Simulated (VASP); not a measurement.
# Ni: single point with PBE

Crystal: Ni.

```
CELL_PARAMETERS angstrom
0.00000 1.76510 1.76510
1.76510 0.00000 1.76510
1.76510 1.76510 0.00000
ATOMIC_POSITIONS crystal
Ni 0.00000 0.00000 0.00000
```

* Program: VASP 6.6.1
* Task: single point
* Functional: PBE
* Potentials or basis: VASP PAW PBE potentials, release 64 (Ni)
* Cutoff: 520 eV
* k mesh: 15 × 15 × 15
* Occupations: fermi-dirac, width 0.1 eV
* Spin: collinear spin, ferromagnetic start
* Starting moments: [0.2] μB

```
Pressure                                              : -1.6 GPa
Net moment                                            : 0.63 μB per cell
Site moments                                          : Ni +0.64 μB
Valence electrons inside the program's atomic spheres : Ni 9.29
```

Levels at points of the mesh, in eV from the Fermi level:
Spin up:
```tsv
k point	band 2	band 3	band 4	band 5	band 6	band 7	band 8	band 9
(0.00, 0.00, 0.00)	-2.39	-2.39	-2.39	-1.24	-1.24	23.64	27.42	27.42
```
Spin down:
```csv
k point,band 3,band 4,band 5,band 6,band 7,band 8
"(0.00, 0.00, 0.00)",-1.64,-1.64,-0.64,-0.64,23.48,27.40
```

Wall time 44 s on 1 thread of Intel(R) Xeon(R) Platinum 8259CL CPU @ 2.50GHz (Skylake/Cascade Lake), with other jobs on the host, peak memory 0.15 GiB.
